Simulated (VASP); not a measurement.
Al2AuS4:

```
Au Al S
1.0
     0.00000    5.27404    0.00000
     5.27404    0.00000    0.00000
     2.63702    2.63702   -5.22325
Au Al S
1 2 4
Cartesian
  0.0000 0.0000 0.0000
  2.6370 5.2740 -2.6116
  2.6370 2.6370 0.0000
  4.0083 3.9555 -3.8652
  1.3185 3.9028 -1.3580
  6.5398 6.5926 -3.8652
  3.9555 1.3713 -1.3580
```

Base run:

| Quantity | Value |
| --- | --- |
| Program | VASP 6.6.1 |
| Functional | r2SCAN |
| Potentials or basis | VASP PAW PBE potentials, release 64 (Au, Al, S) |
| Cutoff | 520 eV |
| k mesh | 4 × 4 × 4 |
| Occupations | fermi-dirac, width 0.1 eV |
| Spin | no spin polarisation |

Its results: pressure 3.4 GPa; largest force 1.432 eV/Å.

Task: The run is repeated on the same cell with these changes: dispersion from none to D3(BJ). What comes out?

Result: Pressure 2.2 GPa; largest force 1.433 eV/Å.

Dispersion adds attraction, which lowers the pressure at fixed volume and, as a term added to the energy, leaves the levels alone.

Caveats: the PAW data sets were made with another functional, which shifts forces and pressure a little; spin-orbit coupling is left out, which moves the levels of the heavy elements; three body term missing (some runs); pairwise dispersion overbinds metals, which lowers pressure and volume (some runs).
